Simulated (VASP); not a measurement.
# In3Se (Pm-3m) in VASP: a series of runs, part 2 of 2

VASP 6.6.1. Earlier steps stand in the parts before.

## (4) Single point, LDA (volume scaled by 1.02)

Contents of INCAR:

```
SYSTEM = In3Se
  PREC = Accurate
  ENCUT = 520
  EDIFF = 1E-6
  ISMEAR = -1
  SIGMA = 0.05
  LREAL = .FALSE.
  LASPH = .TRUE.
  NELM = 80
  ALGO = Normal
  ISIF = 2
  LWAVE = .FALSE.
  LCHARG = .FALSE.
  NBANDS = 30
```

Contents of KPOINTS:

```
regular mesh
0
G
  6 6 6
  0 0 0
```

Contents of POSCAR:

```
In3Se
1.0
    4.8355718940      0.0000000000      0.0000000000
    0.0000000000      4.8355718940      0.0000000000
    0.0000000000      0.0000000000      4.8355718940
In Se
3 1
Direct
    0.5000000000      0.5000000000      0.0000000000
    0.5000000000      0.0000000000      0.5000000000
    0.0000000000      0.5000000000      0.5000000000
    0.0000000000      0.0000000000      0.0000000000
```

Started as:

```console
$ cat potpaw_LDA.64/In_d/POTCAR potpaw_LDA.64/Se/POTCAR > POTCAR
$ mpirun -np 1 vasp_std > vasp.out
```

It took 1.8 min on 1 thread of AMD EPYC 7R13, shared host; peak memory 0.17 GiB.

The run converged. Its results:

```
Free energy : -13.9701 eV
Pressure    : -4.7 GPa
```

Levels at points of the mesh, in eV from the Fermi level:
```tsv
k point	band 19	band 20	band 21	band 22	band 23	band 24	band 25	band 26
(0.00, 0.00, 0.00)	-3.20	-3.20	-2.42	-2.42	1.05	1.05	1.05	4.00
(0.50, 0.00, 0.00)	-2.39	-2.39	-1.92	-1.04	-0.14	-0.14	1.36	3.51
(0.50, 0.50, 0.00)	-5.72	-1.91	-0.91	-0.80	-0.80	1.24	1.70	1.70
(0.50, 0.50, 0.50)	-4.46	-4.08	-4.08	-4.08	-3.15	2.85	2.85	2.85
```

Caveat: spin-orbit coupling is left out, which moves the levels of the heavy elements.

## (5) Single point, LDA (volume scaled by 1.04)

Contents of INCAR:

```
SYSTEM = In3Se
PREC     = Accurate       ! precision mode
ENCUT    = 520            ! plane-wave cutoff, eV
EDIFF    = 1E-6           ! SCF threshold, eV
ISMEAR   = -1             ! smearing method
SIGMA    = 0.05           ! smearing width, eV
LREAL    = .False.        ! projectors in reciprocal space
LASPH    = .True.         ! aspherical terms in the spheres
NELM     = 60             ! most SCF steps
ALGO     = Normal         ! electronic algorithm
ISIF     = 2              ! what is computed and relaxed
LWAVE    = .False.        ! write WAVECAR
LCHARG   = .False.        ! write CHGCAR
GGA      = CA             ! functional
NBANDS   = 30             ! bands
```

Contents of KPOINTS:

```
regular mesh
0
Gamma
  6 6 6
  0 0 0
```

Contents of POSCAR:

```
In3Se
1.0
    4.8669725914      0.0000000000      0.0000000000
    0.0000000000      4.8669725914      0.0000000000
    0.0000000000      0.0000000000      4.8669725914
In Se
3 1
Direct
    0.5000000000      0.5000000000      0.0000000000
    0.5000000000      0.0000000000      0.5000000000
    0.0000000000      0.5000000000      0.5000000000
    0.0000000000      0.0000000000      0.0000000000
```

Potentials or basis: VASP PAW LDA potentials, release 64 (In_d, Se).

Started as:

```console
$ cat potpaw_LDA.64/In_d/POTCAR potpaw_LDA.64/Se/POTCAR > POTCAR
$ mpirun -np 1 vasp_std > vasp.out
```

OUTCAR:

```text
SYSTEM = In3Se
   PREC = Accurate
   ENCUT = 520
   EDIFF = 1E-6
   ISMEAR = -1
   LREAL = .False.
   LASPH = .True.
   NELM = 60
   ISIF = 2
   GGA = CA

 ion  position               nearest neighbor table
   1  0.500  0.500  0.000-   2 3.44   3 3.44   2 3.44   3 3.44   2 3.44   2 3.44   3 3.44   3 3.44

   2  0.500  0.000  0.500-   1 3.44   3 3.44   1 3.44   1 3.44   3 3.44   1 3.44   3 3.44   3 3.44

   3  0.000  0.500  0.500-   1 3.44   2 3.44   1 3.44   2 3.44   1 3.44   2 3.44   1 3.44   2 3.44

   4  0.000  0.000  0.000-

  LATTYP: Found a simple cubic cell.
 ALAT       =     4.8669725914

  Lattice vectors:

 A1 = (   4.8669725914,   0.0000000000,   0.0000000000)
 A2 = (   0.0000000000,   4.8669725914,   0.0000000000)
 A3 = (   0.0000000000,   0.0000000000,   4.8669725914)

Analysis of symmetry for initial positions (statically):
=====================================================================
 Subroutine PRICEL returns:
 Original cell was already a primitive cell.

 Routine SETGRP: Setting up the symmetry group for a
 simple cubic supercell.

 Subroutine GETGRP returns: Found 48 space group operations
 (whereof 48 operations were pure point group operations)
 out of a pool of 48 trial point group operations.

The static configuration has the point symmetry O_h .

Analysis of symmetry for dynamics (positions and initial velocities):
=====================================================================
 Subroutine PRICEL returns:
 Original cell was already a primitive cell.

 Routine SETGRP: Setting up the symmetry group for a
 simple cubic supercell.

 Subroutine GETGRP returns: Found 48 space group operations
[... 114 lines left out ...]
   NUPDOWN=      -1.0000    fix difference up-down
   EMIN   =  10.00;   EMAX   =-10.00  energy-range for DOS
   EFERMI =   0.00;   METHOD = LEGACY
   ISMEAR =    -1;   SIGMA  =   0.05  broadening in eV -4-tet -1-fermi 0-gaus
   EFERMI_NEDOS =   21; number of points for ismear=-14 and -15
   IALGO  =     38    algorithm
   IMIX   =      4    mixing-type and parameters
     AMIX     =   0.40;   BMIX     =  1.00
     AMIX_MAG =   1.60;   BMIX_MAG =  1.00
  volume/ion in A,a.u.               =      28.82       194.50
  Fermi-wavevector in a.u.,A,eV,Ry     =   1.196429  2.260922 19.475941  1.431441
  Thomas-Fermi vector in A             =   2.332369
   LORBIT       =      0    0 simple, 1 ext, 2 COOP (PROOUT), +10 PAW based schemes
   GGA     = CA    functional components
   LHFCALC =     F    Hartree Fock is set to
   AEXX    =    0.0000 exact exchange contribution
   IVDW    =     0    specifies the selected vdW correction
   LEPSILON=     F    determine dielectric tensor
   LRPA    =     F    only Hartree local field effects (RPA)
 non-spin polarized calculation
  energy-cutoff  :      520.00
  volume of cell :      115.29
 maximum number of plane-waves:      3136
   NGX = 19   NGY = 19   NGZ = 19

 number of electron      44.9999971 magnetization

 Free energy of the ion-electron system (eV)
  ---------------------------------------------------
  ext. energy  EPLUGINS =         0.00000000
  ---------------------------------------------------
  free energy    TOTEN  =       -13.90213740 eV

  energy without entropy =      -13.88954583  energy(sigma->0) =      -13.89584161

 E-fermi :   5.3673     XC(G=0):  -9.8420

 val. band max:        5.2569677636   @ k =   0.5000   0.0000   0.0000
 cond. band min:       5.4062529335   @ k =   0.5000   0.3333   0.1667
 fundamental gap:      0.1492851699
 Fermi energy:         5.3673089129

 k-point     1 :       0.0000    0.0000    0.0000
  band No.  band energies     occupation
      1      -9.3531      2.00000
      2      -9.3531      2.00000
      3      -9.3531      2.00000
      4      -9.3505      2.00000
      5      -9.2415      2.00000
      6      -9.2415      2.00000
[... 649 lines left out ...]
     29      13.0156      0.00000
     30      13.2114      0.00000

------------------------ aborting loop because EDIFF is reached ----------------------------------------

  FORCE on cell =-STRESS in cart. coord.  units (eV):
  Direction    XX          YY          ZZ          XY          YZ          ZX
  --------------------------------------------------------------------------------------
  -------------------------------------------------------------------------------------
  Total       -3.7016900     -3.7016900     -3.7016900      0.0000000     -0.0000000      0.0000000
  in kB      -51.4439053    -51.4439053    -51.4439053      0.0000000     -0.0000000      0.0000000
  external PRESSURE =     -51.4439053 kB  Pullay stress =       0.0000000 kB

 VOLUME and BASIS-vectors are now :
 -----------------------------------------------------------------------------
  energy-cutoff  :      520.00
  volume of cell :      115.29
      direct lattice vectors                 reciprocal lattice vectors
     4.866972591  0.000000000  0.000000000     0.205466536  0.000000000  0.000000000
     0.000000000  4.866972591  0.000000000     0.000000000  0.205466536  0.000000000
     0.000000000  0.000000000  4.866972591     0.000000000  0.000000000  0.205466536

 POSITION                                       TOTAL-FORCE (eV/Angst)
 -----------------------------------------------------------------------------------
      2.43349      2.43349      0.00000         0.000000      0.000000      0.000000
      2.43349      0.00000      2.43349         0.000000      0.000000      0.000000
      0.00000      2.43349      2.43349         0.000000      0.000000      0.000000
      0.00000      0.00000      0.00000         0.000000      0.000000      0.000000
 -----------------------------------------------------------------------------------
    total drift:                                0.000000      0.000000      0.000000

  FREE ENERGIE OF THE ION-ELECTRON SYSTEM (eV)
  ---------------------------------------------------
  free  energy   TOTEN  =       -13.9021373988 eV

  energy  without entropy=      -13.8895458257  energy(sigma->0) =      -13.89584161
```

Run time: 100 s. Hardware: 1 thread of AMD EPYC 7R13, shared host; peak memory 0.17 GiB.

Results:

* Free energy: -13.9021 eV
* Pressure: -5.1 GPa

Caveat: spin-orbit coupling is left out, which moves the levels of the heavy elements.

## (6) Single point, LDA (volume scaled by 1.06)

Contents of INCAR:

```
PREC = Accurate ; ENCUT = 520
EDIFF = 1E-6 ; ISMEAR = -1
SIGMA = 0.05 ; LREAL = F
LASPH = T ; NELM = 100
ALGO = Normal ; ISIF = 2
LWAVE = F ; LCHARG = T
GGA = CA ; LELF = T
LVHAR = T ; NBANDS = 30
```

Contents of KPOINTS:

```
Automatic mesh
0
Gamma
  6 6 6
```

Contents of POSCAR:

```
In3Se
1.0
    4.8979732526      0.0000000000      0.0000000000
    0.0000000000      4.8979732526      0.0000000000
    0.0000000000      0.0000000000      4.8979732526
In Se
3 1
Direct
    0.5000000000      0.5000000000      0.0000000000
    0.5000000000      0.0000000000      0.5000000000
    0.0000000000      0.5000000000      0.5000000000
    0.0000000000      0.0000000000      0.0000000000
```

Potentials or basis: VASP PAW LDA potentials, release 64 (In_d, Se).

Started as:

```console
$ cat potpaw_LDA.64/In_d/POTCAR potpaw_LDA.64/Se/POTCAR > POTCAR
$ mpirun -np 1 vasp_std > vasp.out
```

Run time: 1.8 min. Hardware: 1 thread of AMD EPYC 7R13, shared host; peak memory 0.17 GiB.

It converged, with:

| Item | Value |
| --- | --- |
| Free energy | -13.8290 eV |
| Pressure | -5.5 GPa |

Levels at points of the mesh, in eV from the Fermi level:
| k point | band 18 | band 19 | band 20 | band 21 | band 22 | band 23 | band 24 | band 25 | band 26 | band 27 |
| --- | --- | --- | --- | --- | --- | --- | --- | --- | --- | --- |
| (0.00, 0.00, 0.00) | -3.04 | -3.04 | -3.04 | -2.48 | -2.48 | 1.04 | 1.04 | 1.04 | 3.91 | 3.91 |
| (0.50, 0.00, 0.00) | -5.00 | -2.27 | -2.27 | -2.04 | -1.00 | -0.08 | -0.08 | 1.41 | 3.36 | 3.49 |
| (0.50, 0.50, 0.00) | -5.73 | -5.59 | -1.81 | -0.84 | -0.83 | -0.83 | 1.16 | 1.71 | 1.71 | 1.76 |
| (0.50, 0.50, 0.50) | -4.43 | -4.43 | -3.87 | -3.87 | -3.87 | -3.00 | 2.75 | 2.75 | 2.75 | 7.40 |

Caveat: spin-orbit coupling is left out, which moves the levels of the heavy elements.

## (7) Summary

```tsv
cell	gap on the mesh (eV)	pressure (GPa)
a = 4.772 Å, 4 atoms	none	-3.8
a = 4.804 Å, 4 atoms	none	-4.3
a = 4.836 Å, 4 atoms	none	-4.7
a = 4.867 Å, 4 atoms	none	-5.1
a = 4.898 Å, 4 atoms	none	-5.5
```

Alike in all rows: task single point; level LDA; potentials or basis VASP PAW LDA potentials, release 64 (In_d, Se); no spin polarisation; k mesh 6 × 6 × 6; cutoff (eV) 520; smearing fermi-dirac 0.05 eV.

Caveats: spin-orbit coupling is left out, which moves the levels of the heavy elements.

Absolute energies hang on the potentials; compare differences alone.
